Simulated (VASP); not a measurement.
Wanted: the native input for a VASP 6.6.1 run.

```
Task                   : single point
Functional             : PBE
Potentials or basis    : VASP PAW PBE potentials, release 64 (Sr_sv, Re)
Cutoff                 : 520 eV
k mesh                 : 16 × 16 × 16
Occupations            : gaussian, width 0.1 eV
Spin                   : no spin polarisation
Dipole correction      : no
Further INCAR settings : ALGO = Normal; EDIFF = 1e-07; NBANDS = 16
```

The structure of SrRe lies in POSCAR:

```
SrRe
1.0
    3.6372017947      0.0000000000      0.0000000000
    0.0000000000      3.6372017947      0.0000000000
    0.0000000000      0.0000000000      3.6372017947
Sr Re
1 1
Direct
    0.0000000000      0.0000000000      0.0000000000
    0.5000000000      0.5000000000      0.5000000000
```

One way to write it, as run:

INCAR

```
ALGO = Normal
EDIFF = 1E-7
ENCUT = 520
GGA = PE
ISIF = 2
ISMEAR = 0
LASPH = True
LCHARG = False
LREAL = False
LWAVE = False
NBANDS = 16
NELM = 100
PREC = Accurate
SIGMA = 0.1
```

KPOINTS

```
k-points
0
Gamma
  16 16 16
```

Potentials or basis: VASP PAW PBE potentials, release 64 (Sr_sv, Re).

Command:

```bash
$ cat potpaw_PBE.64/Sr_sv/POTCAR potpaw_PBE.64/Re/POTCAR > POTCAR
$ mpirun -np 1 vasp_std > vasp.out
```

It gave:

```yaml
Pressure: 0.2 GPa
```

It took 3.3 min on 1 thread of Intel Xeon 8259CL, with other jobs on the host, peak memory 0.27 GiB.
